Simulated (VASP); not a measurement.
# Cd (P6_3/mmc) in VASP: further runs, part 2 of 2

VASP 6.6.1. Earlier steps stand in the parts before.

## Step 4: Single point, PBE

INCAR

```
PREC = Accurate
ENCUT = 520
EDIFF = 1E-7
ISMEAR = -1
SIGMA = 0.1
LREAL = F
LASPH = T
NELM = 100
ALGO = Normal
ISIF = 2
LWAVE = F
LCHARG = F
GGA = PE
NBANDS = 19
```

KPOINTS

```
Automatic mesh
0
Gamma
  12 12 6
```

POSCAR

```
Cd
1.0
    3.0007103730      0.0000000000      0.0000000000
   -1.5003551865      2.5986914124      0.0000000000
    0.0000000000      0.0000000000      5.9261569577
Cd
2
Direct
    0.3333333333      0.6666666667      0.2500000000
    0.6666666667      0.3333333333      0.7500000000
```

Potentials or basis: VASP PAW PBE potentials, release 64 (Cd).

Launch:

```console
cat potpaw_PBE.64/Cd/POTCAR > POTCAR
mpirun -np 1 vasp_std > vasp.out
```

OUTCAR:

```text
PREC = Accurate
   ENCUT = 520
   EDIFF = 1E-7
   ISMEAR = -1
   LREAL = F
   LASPH = T
   NELM = 100
   ISIF = 2
   GGA = PE

 ion  position               nearest neighbor table
   1  0.333  0.667  0.250-   2 3.43   2 3.43   2 3.43   2 3.43   2 3.43   2 3.43
   2  0.667  0.333  0.750-   1 3.43   1 3.43   1 3.43   1 3.43   1 3.43   1 3.43

  LATTYP: Found a hexagonal cell.
 ALAT       =     3.0007103730
 C/A-ratio  =     1.9749180098

  Lattice vectors:

 A1 = (   3.0007103730,   0.0000000000,   0.0000000000)
 A2 = (  -1.5003551865,   2.5986914124,   0.0000000000)
 A3 = (   0.0000000000,   0.0000000000,   5.9261569577)

Analysis of symmetry for initial positions (statically):
=====================================================================
 Subroutine PRICEL returns:
 Original cell was already a primitive cell.

 Routine SETGRP: Setting up the symmetry group for a
 hexagonal supercell.

 Subroutine GETGRP returns: Found 24 space group operations
 (whereof 12 operations were pure point group operations)
[... 162 lines left out ...]
  free energy    TOTEN  =        -1.51011374 eV

  energy without entropy =       -1.49577979  energy(sigma->0) =       -1.50294677

 E-fermi :   2.5047     XC(G=0): -10.6637

 val. band max:        2.4438202942   @ k =   0.1667   0.0833   0.1667
 cond. band min:       2.5844079699   @ k =   0.5000   0.0000   0.5000
 fundamental gap:      0.1405876757
 Fermi energy:         2.5047319234

 k-point     1 :       0.0000    0.0000    0.0000
  band No.  band energies     occupation
      1      -7.1940      2.00000
      2      -7.0204      2.00000
      3      -6.6349      2.00000
      4      -6.6349      2.00000
      5      -6.6010      2.00000
      6      -6.6010      2.00000
[... 505 lines left out ...]
      6      -6.2683      2.00000
[... 11 lines left out ...]
     18      14.0222      0.00000
     19      15.3922      0.00000

 [... further k-points ...]

------------------------ aborting loop because EDIFF is reached ----------------------------------------

  FORCE on cell =-STRESS in cart. coord.  units (eV):
  Direction    XX          YY          ZZ          XY          YZ          ZX
  --------------------------------------------------------------------------------------
  -------------------------------------------------------------------------------------
  Total        0.0978354      0.0978354      0.0350805      0.0000000      0.0000000      0.0000000
  in kB        3.3919911      3.3919911      1.2162539      0.0000000      0.0000000      0.0000000
  external PRESSURE =       2.6667454 kB  Pullay stress =       0.0000000 kB

 VOLUME and BASIS-vectors are now :
 -----------------------------------------------------------------------------
  energy-cutoff  :      520.00
  volume of cell :       46.21
      direct lattice vectors                 reciprocal lattice vectors
     3.000710373  0.000000000  0.000000000     0.333254422  0.192404530  0.000000000
    -1.500355186  2.598691412  0.000000000     0.000000000  0.384809060  0.000000000
     0.000000000  0.000000000  5.926156958     0.000000000  0.000000000  0.168743421

 POSITION                                       TOTAL-FORCE (eV/Angst)
 -----------------------------------------------------------------------------------
     -0.00000      1.73246      1.48154         0.000000     -0.000000      0.000000
      1.50036      0.86623      4.44462        -0.000000      0.000000      0.000000
 -----------------------------------------------------------------------------------
    total drift:                               -0.000000      0.000000     -0.000000

  FREE ENERGIE OF THE ION-ELECTRON SYSTEM (eV)
  ---------------------------------------------------
  free  energy   TOTEN  =        -1.5101137414 eV

  energy  without entropy=       -1.4957797945  energy(sigma->0) =       -1.50294677
```

OSZICAR:

```text
N       E                     dE             d eps       ncg     rms          rms(c)
DAV:   1     0.174031003517E+03    0.17403E+03   -0.13076E+04  2888   0.126E+03
DAV:   2     0.255473026123E+01   -0.17148E+03   -0.16482E+03  3002   0.330E+02
DAV:   3    -0.159102879382E+01   -0.41458E+01   -0.41378E+01  3291   0.585E+01
DAV:   4    -0.159850891601E+01   -0.74801E-02   -0.74795E-02  3203   0.232E+00
DAV:   5    -0.159853295304E+01   -0.24037E-04   -0.24037E-04  3164   0.127E-01    0.387E+00
DAV:   6    -0.151227534139E+01    0.86258E-01   -0.22444E-01  3164   0.550E+00    0.317E+00
DAV:   7    -0.150929710005E+01    0.29782E-02   -0.23410E-02  3151   0.140E+00    0.160E+00
DAV:   8    -0.151001816608E+01   -0.72107E-03   -0.33926E-03  3085   0.680E-01    0.860E-02
DAV:   9    -0.151007185637E+01   -0.53690E-04   -0.32765E-05  3307   0.575E-02    0.352E-02
DAV:  10    -0.151011383372E+01   -0.41977E-04   -0.38119E-05  3112   0.591E-02    0.348E-03
DAV:  11    -0.151011374137E+01    0.92351E-07   -0.30252E-08  2424   0.138E-03
   1 F= -.15101137E+01 E0= -.15029468E+01  d E =-.143339E-01
```

stdout:

```text
POSCAR found type information on POSCAR Cd
 POSCAR found :  1 types and       2 ions
 scaLAPACK will be used
 LDA part: xc-table for (Slater+PW92), standard interpolation
 POSCAR, INCAR and KPOINTS ok, starting setup
 FFT: planning ... GRIDC
 FFT: planning ... GRID_SOFT
 FFT: planning ... GRID
 WAVECAR not read
 entering main loop
```

It took 48 s on 1 thread of Intel Xeon 8259CL, shared host; peak memory 0.2 GiB.

What came out:

* Free energy: -1.5101 eV
* Pressure: 0.3 GPa
* Band gap on the k mesh: zero (bands 12 and 13 overlap by 4.11 eV)

## Step 5: Single point, PBE

INCAR

```
SYSTEM = Cd
  PREC = Accurate
  ENCUT = 520
  EDIFF = 1E-6
  ISMEAR = -1
  SIGMA = 0.01
  LREAL = .False.
  LASPH = .True.
  NELM = 80
  ALGO = Normal
  ISIF = 2
  LWAVE = .False.
  LCHARG = .False.
  GGA = PE
  NBANDS = 19
```

KPOINTS

```
regular mesh
0
Gamma
  12 12 6
  0 0 0
```

POSCAR is that of step 4.

Launch:

```console
cat potpaw_PBE.64/Cd/POTCAR > POTCAR
mpirun -np 1 vasp_std > vasp.out
```

Wall time 49 s (1 thread of Intel Xeon 8259CL, shared host); peak memory 0.2 GiB.

Results (log left out):

| Quantity | Value |
| --- | --- |
| Free energy | -1.5020 eV |
| Pressure | 0.2 GPa |
| Band gap on the k mesh | zero (bands 12 and 13 overlap by 4.11 eV) |

Stress tensor (GPa, compression positive):
```
0.26 0.00 0.00
0.00 0.26 0.00
0.00 0.00 0.08
```

Levels at points of the mesh, in eV from the Fermi level:
```
           k point  band 8  band 9  band 10  band 11  band 12  band 13  band 14  band 15  band 16  band 17
(0.00, 0.00, 0.00)   -8.55   -8.38    -8.38    -8.33    -3.46    -2.80     9.09    13.22    14.64    14.98
(0.50, 0.00, 0.00)   -8.40   -8.09    -8.08    -1.96    -1.55     1.71     2.73     3.07     5.08     8.65
(0.00, 0.00, 0.50)   -8.45   -8.45    -8.45    -7.01    -7.01     2.93     2.93    14.94    14.94    15.82
(0.50, 0.00, 0.50)   -8.40   -8.08    -8.08    -1.23    -1.23     0.14     0.14     7.40     7.40    10.04
```

## Step 6: Summary

| k mesh | smearing | gap on the mesh (eV) | pressure (GPa) |
| --- | --- | --- | --- |
| 7 × 7 × 4 | fermi-dirac 0.1 eV | none | 0.2 |
| 10 × 10 × 5 | fermi-dirac 0.1 eV | none | 0.3 |
| 12 × 12 × 6 | fermi-dirac 0.1 eV | none | 0.3 |
| 12 × 12 × 6 | fermi-dirac 0.01 eV | none | 0.2 |

Alike in all rows: task single point; level PBE; potentials or basis VASP PAW PBE potentials, release 64 (Cd); no spin polarisation; cell as given; cutoff (eV) 520.

Absolute energies hang on the potentials; compare differences alone.
